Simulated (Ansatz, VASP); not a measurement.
**One calculation of AlN, two programs**

```
Al N
1.0
     3.10667    0.00000    0.00000
    -1.55333    2.69045    0.00000
     0.00000    0.00000    4.97848
Al N
2 2
Direct
  0.33333 0.66667 0.99920
  0.66667 0.33333 0.49920
  0.33333 0.66667 0.38080
  0.66667 0.33333 0.88080
```

Alike in both runs: functional r2SCAN; k mesh 12 × 12 × 4; no spin polarisation.

Ansatz relaxed the structure, and its values are those at the end. VASP's run is a single point on that final structure, the one shown.

```csv
,VASP,Ansatz
version,VASP 6.6.1,Ansatz 0.2.0
potentials or method,"VASP PAW PBE potentials, release 64 (Al, N), cutoff 520 eV","plane waves, PAW"
occupations,"gaussian, width 0.01 eV",fixed
valence electrons in the cell,16,16
```

Ansatz gave:

- pressure (GPa): 0.0

Question: Which values does VASP return?

Answer: Pressure (GPa): -0.4.

VASP's potentials were made for PBE, not for r2SCAN.
